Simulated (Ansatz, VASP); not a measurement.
**Two plane-wave programs on C**

File INCAR:

```
  PREC = Accurate
  ENCUT = 520
  EDIFF = 1E-7
  ISMEAR = -1
  SIGMA = 0.1
  LREAL = False
  LASPH = True
  NELM = 100
  ALGO = Normal
  ISIF = 2
  LWAVE = False
  LCHARG = False
  GGA = B5
  ALDAX = 1.0
  AGGAX = 1.0
  AGGAC = 1.0
  ALDAC = 0.0
  NBANDS = 16
```

KPOINTS

```
regular mesh
0
Gamma
  22 22 2
```

File POSCAR:

```
C
1.0
    1.7793888740      0.0000000000      0.0000000000
   -0.8896944370      1.5409959681      0.0000000000
    0.0000000000      0.0000000000     18.7870421294
C
4
Direct
    0.0000000000      1.0000000000      1.0000000000
    0.0000000000      1.0000000000      0.5000000000
    0.3333333333      0.6666666667      0.2500000000
    0.6666666667      0.3333333333      0.7500000000
```

Input for Ansatz:

```yaml
crystal:
  lattice:
    - [1.779388874, 0.0, 0.0]
    - [-0.889694437, 1.5409959681, 0.0]
    - [0.0, 0.0, 18.7870421294]
  atoms:
    - { symbol: C, position: [0.0, 1.0, 1.0] }
    - { symbol: C, position: [0.0, 1.0, 0.5] }
    - { symbol: C, position: [0.3333333333, 0.6666666667, 0.25] }
    - { symbol: C, position: [0.6666666667, 0.3333333333, 0.75] }
hamiltonian:
  xc: blyp
  pseudopotentials:
    kind: paw
    azcp:
      C: "pseudopotentials/C.paw.azcp"
basis:
  ecutwfc: 420
  fft_grid_basis: typed
kpoints:
  mp_grid: { grid: [22, 22, 2], shift: [0, 0, 0] }
magnetization:
  spin_polarized: false
scf:
  occupations: { method: fermi_dirac, width: 0.1 }
  lower_state_search: "off"
output:
  stress: true
```

Alike in both runs: task single point; functional BLYP; k mesh 22 × 22 × 2; occupations fermi-dirac, width 0.1 eV; no spin polarisation.

```csv
,VASP,Ansatz
version,VASP 6.6.1,Ansatz 0.2.0
potentials or method,"VASP PAW PBE potentials, release 64 (C), cutoff 520 eV","plane waves (420 eV) with PAW, scalar-relativistic"
valence electrons in the cell,16,16
```

Ansatz gave:

```
pressure (GPa)                                                : 0.5
traceless stress, the component that is largest in VASP (GPa) : -0.26
```

Q: Which values does VASP return?

A: Pressure (GPa): 0.4; traceless stress, the component that is largest in VASP (GPa): -0.21.

VASP's potentials were made for PBE, not for BLYP.
